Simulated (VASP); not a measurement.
# PrScO (P6_3mc) in VASP: relaxation of cell and atoms with PBE

Aim: the relaxation of cell and atoms of PrScO with PBE.

Everything below comes from runs of VASP 6.6.1. Logs are shortened: lines on timing, memory, paths and dates and some standing lists are left out, and cuts for length are marked.

## 1. The cell of the first run

It takes space group P6_3mc (No. 186, hexagonal). The conventional cell has a = 4.257 Å, b = 4.257 Å, c = 7.141 Å, α = 90.00°, β = 90.00°, γ = 120.00°. Within 3.7 Å of Pr (site symmetry 3m) lie 6 Sc at 2.82 to 3.29 Å and 6 O at 2.99 to 3.09 Å and 2 Pr at 3.57 Å. Sc (site symmetry 3m) has 4 O at 2.51 to 3.08 Å and 6 Pr at 2.82 to 3.29 Å within 3.3 Å. Within 3.3 Å of O (site symmetry 3m) lie 4 Sc at 2.51 to 3.08 Å and 6 Pr at 2.99 to 3.09 Å.

The cell was generated, and may not be a known phase.

## 2. Relaxation of cell and atoms, PBE

INCAR

```
ALGO = Normal ; EDIFF = 1E-7
EDIFFG = -0.08 ; ENCUT = 600
GGA = PE ; GGA_COMPAT = False
IBRION = 2 ; ISIF = 3
ISMEAR = 0 ; LASPH = True
LCHARG = False ; LMAXMIX = 6
LREAL = False ; LWAVE = False
NELM = 200 ; NELMIN = 4
NSW = 36 ; PREC = Accurate
SIGMA = 0.2
```

KPOINTS

```
k-points
0
Gamma
  4 4 3
```

POSCAR

```
PrScO
1.0
    4.2569626300      0.0000000000      0.0000000000
   -2.1284813200      3.6866377800      0.0000000000
    0.0000000000      0.0000000000      7.1408579100
Pr Sc O
2 2 2
Direct
    0.0000000000      0.0000000000      0.9876965900
    0.0000000000      0.0000000000      0.4876965900
    0.3333333300      0.6666666700      0.2946503500
    0.6666666700      0.3333333300      0.7946503500
    0.6666666700      0.3333333300      0.2252977200
    0.3333333300      0.6666666700      0.7252977200
```

Potentials or basis: VASP PAW PBE potentials, release 64 (Pr_3, Sc_sv, O), 4f in core.

Run with:

```console
$ cat potpaw_PBE.64/Pr_3/POTCAR potpaw_PBE.64/Sc_sv/POTCAR potpaw_PBE.64/O/POTCAR > POTCAR
$ mpirun -np 1 vasp_std > vasp.out
```

OUTCAR:

```text
EDIFF = 1E-7
   EDIFFG = -0.08
   ENCUT = 600
   GGA = PE
   IBRION = 2
   ISIF = 3
   ISMEAR = 0
   LASPH = True
   LREAL = False
   NELM = 200
   NELMIN = 4
   NSW = 36
   PREC = Accurate

 ion  position               nearest neighbor table
   1  0.000  0.000  0.988-   4 2.82   4 2.82   4 2.82   3 3.29   3 3.29   3 3.29   2 3.57   2 3.57

   2  0.000  0.000  0.488-   3 2.82   3 2.82   3 2.82   4 3.29   4 3.29   4 3.29   1 3.57   1 3.57

   3  0.333  0.667  0.295-   5 2.51   5 2.51   5 2.51   2 2.82   2 2.82   2 2.82   1 3.29   1 3.29
                             1 3.29
   4  0.667  0.333  0.795-   6 2.51   6 2.51   6 2.51   1 2.82   1 2.82   1 2.82   2 3.29   2 3.29
                             2 3.29
   5  0.667  0.333  0.225-   3 2.51   3 2.51   3 2.51
   6  0.333  0.667  0.725-   4 2.51   4 2.51   4 2.51

  LATTYP: Found a hexagonal cell.
 ALAT       =     4.2569626300
 C/A-ratio  =     1.6774537459

  Lattice vectors:

 A1 = (   4.2569626300,   0.0000000000,   0.0000000000)
 A2 = (  -2.1284813200,   3.6866377800,   0.0000000000)
 A3 = (   0.0000000000,   0.0000000000,   7.1408579100)

Analysis of symmetry for initial positions (statically):
=====================================================================
 Subroutine PRICEL returns:
 Original cell was already a primitive cell.

 Routine SETGRP: Setting up the symmetry group for a
 hexagonal supercell.

 Subroutine GETGRP returns: Found 12 space group operations
 (whereof  6 operations were pure point group operations)
 out of a pool of 24 trial point group operations.

The static configuration has the point symmetry C_3v.
 The point group associated with its full space group is C_6v.

Analysis of symmetry for dynamics (positions and initial velocities):
=====================================================================
 Subroutine PRICEL returns:
 Original cell was already a primitive cell.

 Routine SETGRP: Setting up the symmetry group for a
 hexagonal supercell.

 Subroutine GETGRP returns: Found 12 space group operations
 (whereof  6 operations were pure point group operations)
 out of a pool of 24 trial point group operations.

The dynamic configuration has the point symmetry C_3v.
 The point group associated with its full space group is C_6v.

 Subroutine INISYM returns: Found 12 space group operations
 (whereof  6 operations are pure point group operations),
 and found     1 'primitive' translations

----------------------------------------------------------------------------------------

                                     Primitive cell

  volume of cell :     112.0678

  direct lattice vectors                    reciprocal lattice vectors
[... 99 lines left out ...]
  volume/ion in A,a.u.               =      18.68       126.05
  Fermi-wavevector in a.u.,A,eV,Ry     =   1.299104  2.454951 22.962163  1.687671
  Thomas-Fermi vector in A             =   2.430389
   LORBIT       =      0    0 simple, 1 ext, 2 COOP (PROOUT), +10 PAW based schemes
   GGA     = PE    functional components
   LHFCALC =     F    Hartree Fock is set to
   AEXX    =    0.0000 exact exchange contribution
   IVDW    =     0    specifies the selected vdW correction
   LEPSILON=     F    determine dielectric tensor
   LRPA    =     F    only Hartree local field effects (RPA)
 conjugate gradient relaxation of ions
 non-spin polarized calculation
 Gauss-broadening in eV      SIGMA  =   0.20
  energy-cutoff  :      600.00
  volume of cell :      112.07
 maximum number of plane-waves:      3779
 NGX is ok and might be reduce to    36
   NGX = 17   NGY = 17   NGZ = 29

--------------------------------------- Ionic step        1  -------------------------------------------

 number of electron      56.0000007 magnetization

 Free energy of the ion-electron system (eV)
  ---------------------------------------------------
  ext. energy  EPLUGINS =         0.00000000
  ---------------------------------------------------
  free energy    TOTEN  =       -34.47227841 eV

  energy without entropy =      -34.27819202  energy(sigma->0) =      -34.37523522

------------------------ aborting loop because EDIFF is reached ----------------------------------------

  FORCE on cell =-STRESS in cart. coord.  units (eV):
  Direction    XX          YY          ZZ          XY          YZ          ZX
  --------------------------------------------------------------------------------------
  -------------------------------------------------------------------------------------
  Total       -2.0073133     -2.0073133      0.3902801      0.0000000      0.0000000      0.0000000
  in kB      -28.6975645    -28.6975645      5.5796421      0.0000000      0.0000000      0.0000000
  external PRESSURE =     -17.2718289 kB  Pullay stress =       0.0000000 kB
[... 101 lines left out ...]
  FREE ENERGIE OF THE ION-ELECTRON SYSTEM (eV)
  ---------------------------------------------------
  free  energy   TOTEN  =       -35.3529411392 eV

  energy  without entropy=      -35.2089253495  energy(sigma->0) =      -35.28093324

 E-fermi :   4.3305     XC(G=0):  -9.8624

 val. band max:        4.1361583773   @ k =   0.2500   0.2500   0.0000
 cond. band min:       4.3602931226   @ k =   0.5000  -0.0000   0.0000
 fundamental gap:      0.2241347452
 Fermi energy:         4.3305076637

 k-point     1 :       0.0000    0.0000    0.0000
  band No.  band energies     occupation
      1     -45.7309      2.00000
      2     -45.7303      2.00000
      3     -32.3211      2.00000
      4     -32.3207      2.00000
      5     -24.3705      2.00000
      6     -24.3705      2.00000
[... 277 lines left out ...]
     32       4.9361      0.00002
     33       5.1048      0.00000

[... ionic steps 4 to 22 ...]

--------------------------------------- Ionic step       23  -------------------------------------------

 number of electron      55.9999993 magnetization

------------------------ aborting loop because EDIFF is reached ----------------------------------------
[... 75 lines left out ...]
--------------------------------------- Ionic step       25  -------------------------------------------

 number of electron      55.9999992 magnetization

 Free energy of the ion-electron system (eV)
  ---------------------------------------------------
  ext. energy  EPLUGINS =         0.00000000
  ---------------------------------------------------
  free energy    TOTEN  =       -41.53576389 eV

  energy without entropy =      -41.42076118  energy(sigma->0) =      -41.47826254

 E-fermi :   5.0065     XC(G=0): -10.6397

 val. band max:        4.8878150541   @ k =   0.0000   0.0000   0.3333
 cond. band min:       5.0463728292   @ k =   0.0000   0.0000   0.3333
 fundamental gap:      0.1585577751
 Fermi energy:         5.0065086332

 k-point     1 :       0.0000    0.0000    0.0000
  band No.  band energies     occupation
      1     -44.6780      2.00000
      2     -44.6779      2.00000
      3     -31.1526      2.00000
      4     -31.1503      2.00000
      5     -23.3798      2.00000
      6     -23.3657      2.00000
[... 310 lines left out ...]
  FREE ENERGIE OF THE ION-ELECTRON SYSTEM (eV)
  ---------------------------------------------------
  free  energy   TOTEN  =       -41.5357638937 eV

  energy  without entropy=      -41.4207611836  energy(sigma->0) =      -41.47826254

 reached required accuracy - stopping structural energy minimisation
```

OSZICAR:

```text
N       E                     dE             d eps       ncg     rms          rms(c)
DAV:   1     0.952171794154E+03    0.95217E+03   -0.28957E+04   528   0.197E+03
[... 345 lines left out ...]
DAV:   4    -0.415357570829E+02    0.49335E-04   -0.74799E-04   952   0.211E-01    0.352E-02
DAV:   5    -0.415357616609E+02   -0.45780E-05   -0.15615E-04   911   0.671E-02    0.252E-02
DAV:   6    -0.415357646726E+02   -0.30116E-05   -0.39199E-05   968   0.308E-02    0.177E-02
DAV:   7    -0.415357639733E+02    0.69924E-06   -0.14745E-05   736   0.240E-02    0.287E-03
DAV:   8    -0.415357641226E+02   -0.14926E-06   -0.32754E-06  1014   0.108E-02    0.218E-03
DAV:   9    -0.415357638449E+02    0.27773E-06   -0.14609E-07   373   0.315E-03    0.939E-04
DAV:  10    -0.415357638937E+02   -0.48889E-07   -0.65545E-08   328   0.281E-03
  25 F= -.41535764E+02 E0= -.41478263E+02  d E =-.180983E-02
```

Run time: 10 min. Hardware: 1 thread of Intel Xeon 6975P-C (Granite Rapids), shared host; peak memory 0.32 GiB.

Results:

```yaml
Free_energy: -41.5358 eV
Relaxed_volume: 19.06 Å³/atom
Relaxed_cell: a = 3.475 Å, b = 3.475 Å, c = 10.940 Å, α = 90.00°, β = 90.00°, γ = 120.00°
Space_group_after_relaxing_to_0.1_Å: P6_3mc (No. 186)
Energy_gained_by_relaxing: 1177.2 meV/atom
Ionic_steps: 25
Pressure_after_relaxing: 0.1 GPa
Largest_force_after_relaxing: 0.035 eV/Å
Band_gap_on_the_k_mesh: 0.04 eV (least direct gap 0.27 eV)
```

Forces on the atoms (eV/Å):
```
Pr   0.000  0.000  0.018
Pr   0.000  0.000  0.018
Sc   0.000  0.000 -0.035
Sc   0.000  0.000 -0.035
O    0.000  0.000  0.017
O    0.000  0.000  0.017
```

Step by step:
```csv
step,energy change (eV),largest force (eV/Å),pressure (GPa),volume (Å³)
1,0.0000,2.0420,-1.73,112.07
2,-0.7560,1.7284,0.20,108.82
3,-0.8807,2.5214,10.50,99.30
4,-1.4045,0.4622,3.01,104.77
5,-1.4597,0.5949,4.81,102.97
6,-1.7483,1.1938,5.60,103.33
7,-1.7354,3.5177,8.99,103.79
8,-1.8738,2.5040,7.15,103.66
9,-2.6326,2.5406,5.23,107.46
10,-4.2415,2.4982,2.54,117.63
11,-4.8529,1.8016,-5.05,132.86
12,-5.1112,2.3774,-0.74,125.83
13,-5.1791,2.1969,-2.26,128.58
14,-5.1789,2.2441,-1.89,127.94
15,-5.6710,1.5559,-1.49,125.03
16,-6.1896,1.1857,0.08,118.07
17,-6.4788,1.1457,-0.74,117.00
18,-6.9334,0.4135,-1.95,113.73
19,-6.9385,0.5334,-2.07,114.31
20,-6.9004,0.3456,7.38,107.06
21,-7.0149,0.2065,1.75,111.00
22,-7.0606,0.1345,-0.10,114.12
23,-7.0617,0.1257,-0.43,114.74
24,-7.0618,0.0644,0.64,114.05
25,-7.0635,0.0351,0.11,114.39
```

Final structure:
```
Pr Sc O
1.0
     3.47468    0.00000    0.00000
    -1.73734    3.00916    0.00000
     0.00000    0.00000   10.94022
Pr Sc O
2 2 2
Direct
  0.00000 0.00000 0.04177
  0.00000 0.00000 0.54177
  0.33333 0.66667 0.27614
  0.66667 0.33333 0.77614
  0.66667 0.33333 0.18974
  0.33333 0.66667 0.68974
```

Levels at points of the mesh, in eV from the valence-band top:
| k point | band 24 | band 25 | band 26 | band 27 | band 28 | band 29 | band 30 | band 31 | band 32 | band 33 |
| --- | --- | --- | --- | --- | --- | --- | --- | --- | --- | --- |
| (0.00, 0.00, 0.00) | -5.51 | -2.64 | -0.98 | -0.57 | 0.00 | 1.03 | 1.03 | 1.45 | 1.45 | 1.74 |
| (0.50, 0.00, 0.00) | -5.09 | -1.78 | -1.37 | -0.47 | -0.24 | 0.07 | 0.69 | 1.16 | 2.09 | 2.14 |

Caveat: the k points lie up to 0.52 Å⁻¹ apart in the final cell; the smearing spreads over this small gap; a cell axis changed by over 15 % at a fixed basis, so the end point is rough; spin-orbit coupling is left out, which moves the levels of the heavy elements; the 4f electrons are frozen in the core, so they carry no moment and show no levels; the relaxation stopped at a loose force limit of 0.08 eV/Å, so its end isn't a converged minimum.

The gap in the log of VASP goes by the Fermi energy; the results here count the filled bands.